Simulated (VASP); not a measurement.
# BaTiO3 (Pm-3m) in VASP: notebook

The runs below take BaTiO3 through single point, with r2SCAN.

Program: VASP 6.6.1. These are calculated values, not measurements. Logs are shortened: lines on timing, memory, paths and dates and some standing lists are left out, and cuts for length are marked.

### Step 1. The cell of the first run

Symmetry: Pm-3m, No. 221, cubic system. Conventional cell: a = 3.870 Å, b = 3.870 Å, c = 3.870 Å, α = 90.00°, β = 90.00°, γ = 90.00°. Ba (site symmetry m-3m) has 12 O at 2.74 Å and 8 Ti at 3.35 Å within 3.6 Å. Ti (site symmetry m-3m) has 6 O at 1.94 Å within 2.6 Å. O (site symmetry 4/mmm) has 2 Ti at 1.94 Å within 2.6 Å.

### Step 2. Single point, r2SCAN (11.60 Å³/atom)

File POSCAR:

```
BaTiO3
1.0
    3.8704272610      0.0000000000      0.0000000000
    0.0000000000      3.8704272610      0.0000000000
    0.0000000000      0.0000000000      3.8704272610
Ba Ti O
1 1 3
Direct
    0.5000000000      0.5000000000      0.5000000000
    0.0000000000      0.0000000000      0.0000000000
    0.5000000000      0.0000000000      0.0000000000
    0.0000000000      0.5000000000      0.0000000000
    0.0000000000      0.0000000000      0.5000000000
```

File INCAR.step1:

```
SYSTEM = BaTiO3
PREC = Accurate
ENCUT = 520
ISMEAR = 0
SIGMA = 0.02
LREAL = .FALSE.
LASPH = .TRUE.
NELM = 100
NBANDS = 28
GGA = PE
ALGO = Normal
EDIFF = 1E-4
LWAVE = .TRUE.
LCHARG = .FALSE.
```

File INCAR.step2:

```
SYSTEM = BaTiO3
PREC = Accurate
ENCUT = 520
EDIFF = 1E-7
ISMEAR = 0
SIGMA = 0.02
LREAL = .FALSE.
LASPH = .TRUE.
NELM = 100
ALGO = Normal
ISIF = 2
LWAVE = .FALSE.
LCHARG = .FALSE.
METAGGA = R2SCAN
LMIXTAU = .TRUE.
NBANDS = 28
ISTART = 1
```

File KPOINTS:

```
Automatic mesh
0
G
  8 8 8
  0 0 0
```

Potentials or basis: VASP PAW PBE potentials, release 64 (Ba_sv, Ti_sv, O).

Launch:

```bash
> cat potpaw_PBE.64/Ba_sv/POTCAR potpaw_PBE.64/Ti_sv/POTCAR potpaw_PBE.64/O/POTCAR > POTCAR
> cp INCAR.step1 INCAR
> mpirun -np 1 vasp_std > vasp.out
> cp INCAR.step2 INCAR
> mpirun -np 1 vasp_std > vasp.out
```

OUTCAR:

```text
SYSTEM = BaTiO3
   PREC = Accurate
   ENCUT = 520
   EDIFF = 1E-7
   ISMEAR = 0
   LREAL = .FALSE.
   LASPH = .TRUE.
   NELM = 100
   ISIF = 2
   METAGGA = R2SCAN
   ISTART = 1

 ion  position               nearest neighbor table
   1  0.500  0.500  0.500-   3 2.74   4 2.74   5 2.74   3 2.74   4 2.74   3 2.74   5 2.74   3 2.74
                             4 2.74   5 2.74   4 2.74   5 2.74   2 3.35   2 3.35   2 3.35   2 3.35
   2  0.000  0.000  0.000-   3 1.94   4 1.94   5 1.94   5 1.94   4 1.94   3 1.94   1 3.35   1 3.35
                             1 3.35   1 3.35   1 3.35   1 3.35   1 3.35   1 3.35
   3  0.500  0.000  0.000-   2 1.94   2 1.94   1 2.74   1 2.74   1 2.74   1 2.74
   4  0.000  0.500  0.000-   2 1.94   2 1.94   1 2.74   1 2.74   1 2.74   1 2.74
   5  0.000  0.000  0.500-   2 1.94   2 1.94   1 2.74   1 2.74   1 2.74   1 2.74

  LATTYP: Found a simple cubic cell.
 ALAT       =     3.8704272610

  Lattice vectors:

 A1 = (   3.8704272610,   0.0000000000,   0.0000000000)
 A2 = (   0.0000000000,   3.8704272610,   0.0000000000)
 A3 = (   0.0000000000,   0.0000000000,   3.8704272610)

Analysis of symmetry for initial positions (statically):
=====================================================================
 Subroutine PRICEL returns:
 Original cell was already a primitive cell.

 Routine SETGRP: Setting up the symmetry group for a
 simple cubic supercell.

 Subroutine GETGRP returns: Found 48 space group operations
 (whereof 48 operations were pure point group operations)
 out of a pool of 48 trial point group operations.

The static configuration has the point symmetry O_h .

Analysis of symmetry for dynamics (positions and initial velocities):
=====================================================================
 Subroutine PRICEL returns:
 Original cell was already a primitive cell.

 Routine SETGRP: Setting up the symmetry group for a
 simple cubic supercell.

 Subroutine GETGRP returns: Found 48 space group operations
 (whereof 48 operations were pure point group operations)
 out of a pool of 48 trial point group operations.

The dynamic configuration has the point symmetry O_h .

 Subroutine INISYM returns: Found 48 space group operations
 (whereof 48 operations are pure point group operations),
 and found     1 'primitive' translations

----------------------------------------------------------------------------------------

                                     Primitive cell

  volume of cell :      57.9798

  direct lattice vectors                    reciprocal lattice vectors
     3.870427261  0.000000000  0.000000000     0.258369408  0.000000000  0.000000000
     0.000000000  3.870427261  0.000000000     0.000000000  0.258369408  0.000000000
     0.000000000  0.000000000  3.870427261     0.000000000  0.000000000  0.258369408

  length of vectors
     3.870427261  3.870427261  3.870427261     0.258369408  0.258369408  0.258369408

  position of ions in fractional coordinates (direct lattice)
     0.500000000  0.500000000  0.500000000
     0.000000000  0.000000000  0.000000000
     0.500000000  0.000000000  0.000000000
     0.000000000  0.500000000  0.000000000
     0.000000000  0.000000000  0.500000000

  ion indices of the primitive-cell ions
   primitive index   ion index
                 1           1
                 2           2
                 3           3
                 4           4
                 5           5

----------------------------------------------------------------------------------------

 KPOINTS: Automatic mesh

Automatic generation of k-mesh.
 Grid dimensions read from file:
 generate k-points for:    8    8    8

 Generating k-lattice:

  Cartesian coordinates                     Fractional coordinates (reciprocal lattice)
     0.032296176  0.000000000  0.000000000     0.125000000  0.000000000  0.000000000
     0.000000000  0.032296176  0.000000000     0.000000000  0.125000000  0.000000000
     0.000000000  0.000000000  0.032296176     0.000000000  0.000000000  0.125000000

  Length of vectors
     0.032296176  0.032296176  0.032296176

  Shift w.r.t. Gamma in fractional coordinates (k-lattice)
     0.000000000  0.000000000  0.000000000

 Subroutine IBZKPT returns following result:
 ===========================================

 Found     35 irreducible k-points:

 Following reciprocal coordinates:
            Coordinates               Weight
  0.000000  0.000000  0.000000      1.000000
  0.125000  0.000000  0.000000      6.000000
  0.250000  0.000000  0.000000      6.000000
  0.375000  0.000000  0.000000      6.000000
  0.500000  0.000000  0.000000      3.000000
  0.125000  0.125000  0.000000     12.000000
[... 16 lines left out ...]
  0.375000  0.375000  0.125000     24.000000
  0.500000  0.375000  0.125000     24.000000
 [... further k-points ...]
   k-points           NKPTS =     35   k-points in BZ     NKDIM =     35   number of bands    NBANDS=     28
   number of dos      NEDOS =    301   number of ions     NIONS =      5
   total plane-waves  NPLWV =  27000
   dimension x,y,z NGX =    30 NGY =   30 NGZ =   30
   dimension x,y,z NGXF=    60 NGYF=   60 NGZF=   60
   ions per type =               1   1   3
   NGX,Y,Z   is equivalent  to a cutoff of  12.89, 12.89, 12.89 a.u.
   NGXF,Y,Z  is equivalent  to a cutoff of  25.77, 25.77, 25.77 a.u.
 SYSTEM =  BaTiO3
   PREC   = accura    normal or accurate (medium, high low for compatibility)
   ISTART =      1    job   : 0-new  1-cont  2-samecut
   ICHARG =      0    charge: 1-file 2-atom 10-const
   ISPIN  =      1    spin polarized calculation?
   LNONCOLLINEAR =      F non collinear calculations
   LSORBIT =      F    spin-orbit coupling
   LASPH  =      T    aspherical Exc in radial PAW
   ENCUT  =  520.0 eV  38.22 Ry    6.18 a.u.   7.20  7.20  7.20*2*pi/ulx,y,z
   NELM   =    100;   NELMIN=  2; NELMDL=  0     # of ELM steps
   EDIFF  = 0.1E-06   stopping-criterion for ELM
   LREAL  =      F    real-space projection
   EDIFFG = 0.1E-05   stopping-criterion for IOM
   NSW    =      0    number of steps for IOM
   IBRION =     -1    ionic relax: 0-MD 1-quasi-New 2-CG
   NFREE  =      0    steps in history (QN), initial steepest desc. (CG)
   ISIF   =      2    stress and relaxation
   ISYM   =      2    0-nonsym 1-usesym 2-fastsym
   POTIM  = 0.5000    time-step for ionic-motion
   TEBEG  =    0.0;   TEEND  =   0.0 temperature during run
   PSTRESS=    0.0 pullay stress
   NELECT =      40.0000    total number of electrons
   NUPDOWN=      -1.0000    fix difference up-down
   EMIN   =  10.00;   EMAX   =-10.00  energy-range for DOS
   EFERMI =   0.00;   METHOD = LEGACY
   ISMEAR =     0;   SIGMA  =   0.02  broadening in eV -4-tet -1-fermi 0-gaus
   EFERMI_NEDOS =   21; number of points for ismear=-14 and -15
   IALGO  =     38    algorithm
   IMIX   =      4    mixing-type and parameters
     AMIX     =   0.40;   BMIX     =  1.00
     AMIX_MAG =   1.60;   BMIX_MAG =  1.00
  volume/ion in A,a.u.               =      11.60        78.25
  Fermi-wavevector in a.u.,A,eV,Ry     =   1.446558  2.733599 28.470608  2.092531
  Thomas-Fermi vector in A             =   2.564613
   LORBIT       =      0    0 simple, 1 ext, 2 COOP (PROOUT), +10 PAW based schemes
   METAGGA = R2SCAN    functional components
   LHFCALC =     F    Hartree Fock is set to
   AEXX    =    0.0000 exact exchange contribution
   IVDW    =     0    specifies the selected vdW correction
   LEPSILON=     F    determine dielectric tensor
   LRPA    =     F    only Hartree local field effects (RPA)
 non-spin polarized calculation
 Gauss-broadening in eV      SIGMA  =   0.02
  energy-cutoff  :      520.00
  volume of cell :       57.98
 maximum number of plane-waves:      1596
 NGX is ok and might be reduce to    30
   NGX = 15   NGY = 15   NGZ = 15

 number of electron      40.0000025 magnetization

 Free energy of the ion-electron system (eV)
  ---------------------------------------------------
  ext. energy  EPLUGINS =         0.00000000
  ---------------------------------------------------
  free energy    TOTEN  =       -73.79165521 eV

  energy without entropy =      -73.79165521  energy(sigma->0) =      -73.79165521

 E-fermi :   4.4768     XC(G=0): -12.5021

 val. band max:        4.3454297289   @ k =   0.5000   0.5000   0.5000
 cond. band min:       6.7117583305   @ k =   0.0000   0.0000   0.0000
 fundamental gap:      2.3663286016
 Fermi energy:         4.4768307474

 k-point     1 :       0.0000    0.0000    0.0000
  band No.  band energies     occupation
      1     -54.0501      2.00000
      2     -29.2784      2.00000
      3     -29.2784      2.00000
      4     -29.2784      2.00000
      5     -20.9405      2.00000
      6     -13.7057      2.00000
[... 20 lines left out ...]
     27      10.0932      0.00000
     28      13.9170      0.00000

 k-point     2 :       0.1250    0.0000    0.0000
  band No.  band energies     occupation
      1     -54.0498      2.00000
      2     -29.2928      2.00000
      3     -29.2779      2.00000
      4     -29.2779      2.00000
      5     -20.9087      2.00000
      6     -13.7383      2.00000
[... 20 lines left out ...]
     27      10.4569      0.00000
     28      14.1392      0.00000

 k-point     3 :       0.2500    0.0000    0.0000
  band No.  band energies     occupation
      1     -54.0491      2.00000
      2     -29.3272      2.00000
      3     -29.2766      2.00000
      4     -29.2766      2.00000
      5     -20.8302      2.00000
      6     -13.8961      2.00000
[... 20 lines left out ...]
     27      11.4169      0.00000
     28      13.8995      0.00000

 k-point     4 :       0.3750    0.0000    0.0000
  band No.  band energies     occupation
      1     -54.0484      2.00000
      2     -29.3612      2.00000
      3     -29.2754      2.00000
      4     -29.2754      2.00000
      5     -20.7487      2.00000
      6     -14.0945      2.00000
[... 578 lines left out ...]
     27      14.0070      0.00000
     28      14.2736      0.00000

 k-point    23 :       0.3750    0.3750    0.1250
  band No.  band energies     occupation
      1     -54.0464      2.00000
      2     -29.3557      2.00000
      3     -29.3548      2.00000
      4     -29.2863      2.00000
      5     -20.6108      2.00000
      6     -13.5706      2.00000
[... 20 lines left out ...]
     27      13.9674      0.00000
     28      14.6029      0.00000

 k-point    24 :       0.5000    0.3750    0.1250
  band No.  band energies     occupation
      1     -54.0461      2.00000
      2     -29.3688      2.00000
      3     -29.3544      2.00000
      4     -29.2858      2.00000
      5     -20.5900      2.00000
      6     -13.5206      2.00000
[... 20 lines left out ...]
     27      13.7399      0.00000
     28      14.7902      0.00000

 [... further k-points ...]

------------------------ aborting loop because EDIFF is reached ----------------------------------------

  FORCE on cell =-STRESS in cart. coord.  units (eV):
  Direction    XX          YY          ZZ          XY          YZ          ZX
  --------------------------------------------------------------------------------------
  -------------------------------------------------------------------------------------
  Total        8.6457213      8.6457213      8.6457213      0.0000000      0.0000000      0.0000000
  in kB      238.9104166    238.9104166    238.9104166      0.0000000      0.0000000      0.0000000
  external PRESSURE =     238.9104166 kB  Pullay stress =       0.0000000 kB

 VOLUME and BASIS-vectors are now :
 -----------------------------------------------------------------------------
  energy-cutoff  :      520.00
  volume of cell :       57.98
      direct lattice vectors                 reciprocal lattice vectors
     3.870427261  0.000000000  0.000000000     0.258369408  0.000000000  0.000000000
     0.000000000  3.870427261  0.000000000     0.000000000  0.258369408  0.000000000
     0.000000000  0.000000000  3.870427261     0.000000000  0.000000000  0.258369408

 POSITION                                       TOTAL-FORCE (eV/Angst)
 -----------------------------------------------------------------------------------
      1.93521      1.93521      1.93521         0.000000      0.000000      0.000000
      0.00000      0.00000      0.00000         0.000000      0.000000      0.000000
      1.93521      0.00000      0.00000         0.000000      0.000000      0.000000
      0.00000      1.93521      0.00000         0.000000      0.000000      0.000000
      0.00000      0.00000      1.93521         0.000000      0.000000      0.000000
 -----------------------------------------------------------------------------------
    total drift:                                0.000000     -0.000000      0.000000

  FREE ENERGIE OF THE ION-ELECTRON SYSTEM (eV)
  ---------------------------------------------------
  free  energy   TOTEN  =       -73.7916552065 eV

  energy  without entropy=      -73.7916552065  energy(sigma->0) =      -73.79165521
```

It took 4.3 min on 1 thread of Intel Xeon Platinum 8488C (Sapphire Rapids), shared host; peak memory 0.21 GiB.

Results:

```yaml
Free_energy: -73.7917 eV
Pressure: 23.9 GPa
Band_gap_on_the_k_mesh: 2.37 eV (least direct gap 2.41 eV)
```

Caveat: the cell stands under pressure; the PAW data sets were made with another functional, which shifts forces and pressure a little; spin-orbit coupling is left out, which moves the levels of the heavy elements. A k mesh can miss the band edges.

### Step 3. Single point, r2SCAN (11.98 Å³/atom)

This run uses another cell than the first one, of 11.98 Å³/atom.

Changes to POSCAR since step 2:

```diff
@@ -2,5 +2,5 @@
 1.0
-    3.8704272610      0.0000000000      0.0000000000
-    0.0000000000      3.8704272610      0.0000000000
-    0.0000000000      0.0000000000      3.8704272610
+    3.9125004187      0.0000000000      0.0000000000
+    0.0000000000      3.9125004187      0.0000000000
+    0.0000000000      0.0000000000      3.9125004187
 Ba Ti O
```

File INCAR.step1:

```
SYSTEM = BaTiO3
  PREC = Accurate
  ENCUT = 520
  ISMEAR = 0
  SIGMA = 0.02
  LREAL = .FALSE.
  LASPH = .TRUE.
  NELM = 80
  NBANDS = 28
  GGA = PE
  ALGO = Normal
  EDIFF = 1E-4
  LWAVE = .TRUE.
  LCHARG = .FALSE.
```

File INCAR.step2:

```
SYSTEM = BaTiO3
  PREC = Accurate
  ENCUT = 520
  EDIFF = 1E-6
  ISMEAR = 0
  SIGMA = 0.02
  LREAL = .FALSE.
  LASPH = .TRUE.
  NELM = 80
  ALGO = Normal
  ISIF = 2
  LWAVE = .FALSE.
  LCHARG = .FALSE.
  METAGGA = R2SCAN
  LMIXTAU = .TRUE.
  NBANDS = 28
  ISTART = 1
```

KPOINTS is that of step 2.

Potentials or basis: VASP PAW PBE potentials, release 64 (Ba_sv, Ti_sv, O).

Launch:

```bash
> cat potpaw_PBE.64/Ba_sv/POTCAR potpaw_PBE.64/Ti_sv/POTCAR potpaw_PBE.64/O/POTCAR > POTCAR
> cp INCAR.step1 INCAR
> mpirun -np 1 vasp_std > vasp.out
> cp INCAR.step2 INCAR
> mpirun -np 1 vasp_std > vasp.out
```

Wall time 3.3 min (1 thread of Intel Xeon Platinum 8488C (Sapphire Rapids), shared host); peak memory 0.21 GiB.

It converged, with:

```yaml
Free_energy: -74.0271 eV
Pressure: 15.3 GPa
Band_gap_on_the_k_mesh: 2.29 eV (least direct gap 2.38 eV)
```

Levels at points of the mesh, in eV from the valence-band top:
```
           k point  band 16  band 17  band 18  band 19  band 20  band 21  band 22  band 23  band 24  band 25
(0.00, 0.00, 0.00)    -1.24    -1.24    -0.08    -0.08    -0.08     2.29     2.29     2.29     4.67     4.67
(0.50, 0.00, 0.00)    -2.02    -1.90    -1.90    -0.74    -0.74     2.48     4.23     4.23     4.69     7.02
(0.50, 0.50, 0.00)    -2.94    -1.74    -0.84    -0.84    -0.10     4.24     4.24     4.72     5.70     8.90
(0.50, 0.50, 0.50)    -2.37    -2.37     0.00     0.00     0.00     5.02     5.02     5.02     7.74     7.74
```

Caveat: the cell stands under pressure; the PAW data sets were made with another functional, which shifts forces and pressure a little; spin-orbit coupling is left out, which moves the levels of the heavy elements. A k mesh can miss the band edges.

[end of part 1 of 2]
